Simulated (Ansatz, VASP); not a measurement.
**Two plane-wave programs on LiY3**

```xyz
4
Lattice="0.0000 3.8999 3.8999 3.8999 0.0000 3.8999 3.8999 3.8999 0.0000" Properties=species:S:1:pos:R:3 pbc="T T T"
Li    0.0000    0.0000    0.0000
Y     1.9499    1.9499    1.9499
Y     5.8498    5.8498    5.8498
Y     3.8999    3.8999    3.8999
```

Alike in both runs: task single point; functional r2SCAN; k mesh 5 × 5 × 5; occupations fermi-dirac, width 0.05 eV; no spin polarisation.

```csv
,VASP,Ansatz
version,VASP 6.6.1,Ansatz 0.2.0
potentials or method,"VASP PAW PBE potentials, release 64 (Li_sv, Y_sv), cutoff 830 eV","plane waves, PAW"
valence electrons in the cell,36,36
```

```tsv
	VASP	Ansatz	Ansatz less VASP
pressure (GPa)	0.4	0.4	-0.01
```

VASP's potentials were made for PBE, not for r2SCAN. With one functional, cell and mesh, what is left measures potentials, basis and numerics.
